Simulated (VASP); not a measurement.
## Si: single point with PBE

Si:

```
Si
1.0
    -3.72196    3.72196    1.93042
     3.72196   -3.72196    1.93042
     3.72196    3.72196   -1.93042
Si
4
Direct
  0.17861 0.17861 0.35722
  0.82139 0.82139 0.64278
  0.17861 0.82139 0.00000
  0.82139 0.17861 0.00000
```

- Program: VASP 6.6.1
- Task: single point
- Functional: PBE
- Potentials or basis: VASP PAW PBE potentials, release 64 (Si)
- Cutoff: 520 eV
- k mesh: 10 × 10 × 10
- Occupations: gaussian, width 0.05 eV
- Spin: no spin polarisation
- Dipole correction: no
- Further INCAR settings: ALGO = Normal; EDIFF = 1e-06; NBANDS = 16

The pressure is -10.1 GPa. The largest force is 0.450 eV/Å and the band gap on the k mesh is 0.05 eV (least direct gap 0.52 eV).

Forces on the atoms (eV/Å):
```
Si  -0.318 -0.318  0.000
Si   0.318  0.318  0.000
Si   0.318 -0.318  0.000
Si  -0.318  0.318  0.000
```

Stress tensor (GPa, compression positive):
```
-13.58   0.00   0.00
  0.00 -13.58   0.00
  0.00   0.00  -3.14
```

Levels at points of the mesh, in eV from the valence-band top:
| k point | band 4 | band 5 | band 6 | band 7 | band 8 | band 9 | band 10 | band 11 | band 12 | band 13 |
| --- | --- | --- | --- | --- | --- | --- | --- | --- | --- | --- |
| (0.00, 0.00, 0.00) | -5.10 | -2.94 | -0.78 | -0.78 | -0.23 | 0.70 | 0.70 | 2.42 | 2.75 | 2.75 |
| (0.50, 0.00, 0.00) | -5.93 | -3.48 | -2.75 | -1.64 | -1.43 | 0.99 | 1.51 | 2.94 | 3.08 | 3.34 |
| (0.50, 0.50, 0.00) | -4.72 | -2.29 | -1.80 | -1.04 | -0.83 | 1.68 | 1.98 | 2.61 | 3.10 | 4.45 |
| (0.50, 0.50, 0.50) | -3.83 | -1.68 | -0.20 | -0.20 | 0.00 | 0.52 | 1.48 | 2.21 | 3.77 | 4.66 |

Wall time 78 s on 1 thread of Intel(R) Xeon(R) 6975P-C (Granite Rapids) (shared host), peak memory 0.32 GiB.

Caveat: the stress differs along the axes, from -14 to -3 GPa. A k mesh can miss the band edges.
